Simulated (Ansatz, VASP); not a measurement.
**One calculation of Pb, two programs**

File POSCAR:

```
Pb
1.0
    5.6423148462      0.0000000000      0.0000000000
   -2.8211574231      4.8863879929      0.0000000000
    0.0000000000      0.0000000000      3.4050410445
Pb
3
Direct
    1.0000000000      1.0000000000      0.0000000000
    0.3333333333      0.6666666667      0.5000000000
    0.6666666667      0.3333333333      0.5000000000
```

Contents of INCAR.step1:

```
PREC = Accurate ; ENCUT = 520
ISMEAR = -1 ; SIGMA = 0.1
LREAL = False ; LASPH = True
NELM = 100 ; NBANDS = 28
GGA = PE ; ALGO = Normal
EDIFF = 1E-4 ; LWAVE = True
LCHARG = False
```

File INCAR.step2:

```
PREC = Accurate ; ENCUT = 520
EDIFF = 1E-6 ; ISMEAR = -1
SIGMA = 0.1 ; LREAL = False
LASPH = True ; NELM = 100
ALGO = Normal ; ISIF = 2
LWAVE = False ; LCHARG = True
METAGGA = R2SCAN ; LMIXTAU = True
LELF = True ; LVHAR = True
NBANDS = 28 ; ISTART = 1
```

Contents of KPOINTS:

```
Automatic mesh
0
Gamma
  7 7 10
```

Input for Ansatz:

```yaml
crystal:
  lattice:
    - [5.6423148462, 0.0, 0.0]
    - [-2.8211574231, 4.8863879929, 0.0]
    - [0.0, 0.0, 3.4050410445]
  atoms:
    - { symbol: Pb, position: [1.0, 1.0, 0.0] }
    - { symbol: Pb, position: [0.3333333333, 0.6666666667, 0.5] }
    - { symbol: Pb, position: [0.6666666667, 0.3333333333, 0.5] }
hamiltonian:
  xc: r2scan
  pseudopotentials:
    kind: paw
    azcp:
      Pb: "pseudopotentials/Pb.paw.azcp"
basis:
  ecutwfc: 500
  fft_grid_basis: typed
kpoints:
  mp_grid: { grid: [7, 7, 10], shift: [0, 0, 0] }
magnetization:
  spin_polarized: false
scf:
  occupations: { method: fermi_dirac, width: 0.1 }
  lower_state_search: "off"
output:
  stress: true
```

Alike in both runs: task single point; functional r2SCAN; k mesh 7 × 7 × 10; occupations fermi-dirac, width 0.1 eV; no spin polarisation.

```csv
,VASP,Ansatz
version,VASP 6.6.1,Ansatz 0.2.0
potentials or method,"VASP PAW PBE potentials, release 64 (Pb_d), cutoff 520 eV","plane waves (500 eV) with PAW, scalar-relativistic"
valence electrons in the cell,42,42
```

```csv
,VASP,Ansatz,Ansatz less VASP
pressure (GPa),0.0,0.1,0.00
"traceless stress, the component that is largest in VASP (GPa)",-0.58,-0.58,+0.008
```

VASP's potentials were made for PBE, not for r2SCAN.

Spin-orbit coupling is off throughout.
